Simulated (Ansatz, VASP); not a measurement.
# Two plane-wave programs on TiPd2S3

```
CELL_PARAMETERS angstrom
5.89334 0.00000 0.00000
-2.94667 5.10378 0.00000
0.00000 0.00000 3.63308
ATOMIC_POSITIONS crystal
Ti 0.00000 0.00000 0.00000
Pd 0.33333 0.66667 0.00000
Pd 0.66667 0.33333 0.00000
S 0.50000 0.00000 0.50000
S 0.50000 0.50000 0.50000
S 0.00000 0.50000 0.50000
```

Change from the starting cell: species swapped into the NdB2Rh3 type (P6/mmm, No. 191).

Alike in both runs: functional PBE; k mesh 6 × 6 × 12; occupations gaussian, width 0.1 eV; collinear spin.

Ansatz relaxed the structure, and its values are those at the end. VASP's run is a single point on that final structure, the one shown.

```csv
,VASP,Ansatz
version,VASP 6.6.1,Ansatz 0.2.0
potentials or method,"VASP PAW PBE potentials, release 64 (Ti_sv, Pd, S), cutoff 520 eV","scalar-relativistic, plane waves, PAW"
valence electrons in the cell,50,66
```

VASP gave:

| Item | Value |
| --- | --- |
| gap on the k mesh at the Fermi level (eV) | none |
| pressure (GPa) | -1.1 |
| net moment per atom (μB) | 0.01 |
| size of the moment on the site where the two differ most (μB) | 0.00 |

Task: Which values does Ansatz return?

Result: gap on the k mesh at the Fermi level (eV): none; pressure (GPa): 0.0; net moment per atom (μB): 0.31; size of the moment on the site where the two differ most (μB): 1.85.

The net moments are unlike, so the other rows may belong to different states. Site moments also hang on the region over which each program counts them. A gap of «none» marks a metal or a gap that the smearing closes. VASP's potentials hold 50 valence electrons a cell and Ansatz's 66, so a difference there can come from the potentials and not from the codes. Ansatz's warnings: given moment on shells.
